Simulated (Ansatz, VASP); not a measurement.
## Li7Sb: VASP beside Ansatz

```
CELL_PARAMETERS angstrom
3.02342 -4.41384 0.00000
3.02342 4.41384 0.00000
-2.99850 0.00000 4.59938
ATOMIC_POSITIONS crystal
Li 0.00000 0.50000 0.00000
Li 0.50000 0.00000 0.00000
Li 0.55254 0.92982 0.33072
Li 0.07018 0.44746 0.66928
Li 0.44746 0.07018 0.66928
Li 0.92982 0.55254 0.33072
Li 0.50000 0.50000 0.50000
Sb 0.00000 0.00000 0.00000
```

Alike in both runs: task single point; functional PBE; k mesh 4 × 4 × 4; occupations gaussian, width 0.1 eV; no spin polarisation.

|  | VASP | Ansatz |
| --- | --- | --- |
| version | VASP 6.6.1 | Ansatz 0.2.0 |
| potentials or method | VASP PAW PBE potentials, release 64 (Li_sv, Sb), cutoff 520 eV | scalar-relativistic, plane waves, PAW |
| valence electrons in the cell | 26 | 36 |

|  | VASP | Ansatz | Ansatz less VASP |
| --- | --- | --- | --- |
| gap on the k mesh at the Fermi level (eV) | none | none | - |
| rms of the force components (eV/Å) | 0.515 | 0.515 | -0.0001 |

Atom by atom the forces differ by 0.004 eV/Å (rms over components). A gap of «none» marks a metal or a gap that the smearing closes. The functional is the same, so the differences come from potentials, cutoffs and numerics. VASP's potentials hold 26 valence electrons a cell and Ansatz's 36, so a difference there can come from the potentials and not from the codes.

Spin-orbit coupling is off throughout. Noted on VASP's run: the cutoff is short for stress, so the pressure is rough.
